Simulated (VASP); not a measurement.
Set up this calculation in VASP 6.6.1, as the native input.

```yaml
Task: single point
Functional: PBE
Potentials_or_basis: VASP PAW PBE potentials, release 64 (Al, P)
Cutoff: 500 eV
k_mesh: 6 × 6 × 6
Occupations: gaussian, width 0.01 eV
Spin: no spin polarisation
Dipole_correction: no
Further_INCAR_settings: ALGO = Normal; EDIFF = 1e-06; NBANDS = 11
```

The structure of AlP lies in POSCAR:

```
AlP
1.0
    0.0000000000      2.7350000000      2.7350000000
    2.7350000000      0.0000000000      2.7350000000
    2.7350000000      2.7350000000      0.0000000000
Al P
1 1
Direct
    0.0000000000      0.0000000000      0.0000000000
    0.2500000000      0.2500000000      0.2500000000
```

One way to write it, as run:

INCAR

```
SYSTEM = AlP
PREC = Accurate ; ENCUT = 500
EDIFF = 1E-6 ; ISMEAR = 0
SIGMA = 0.01 ; LREAL = .False.
LASPH = .True. ; NELM = 120
ALGO = Normal ; ISIF = 2
LWAVE = .False. ; LCHARG = .True.
GGA = PE ; LELF = .True.
LVHAR = .True. ; NBANDS = 11
GGA_COMPAT = .False.
```

KPOINTS

```
Automatic mesh
0
Gamma
  6 6 6
  0 0 0
```

Potentials or basis: VASP PAW PBE potentials, release 64 (Al, P).

Run with:

```console
$ cat potpaw_PBE.64/Al/POTCAR potpaw_PBE.64/P/POTCAR > POTCAR
$ mpirun -np 1 vasp_std > vasp.out
```

Results of the run:

```json
{"Pressure": "1.7 GPa", "Band gap on the k mesh": "1.59 eV, indirect (least direct gap 3.26 eV)"}
```

Wall time 7.1 s on 1 thread of Intel Xeon 6975P-C, with other jobs on the host, peak memory 0.15 GiB.
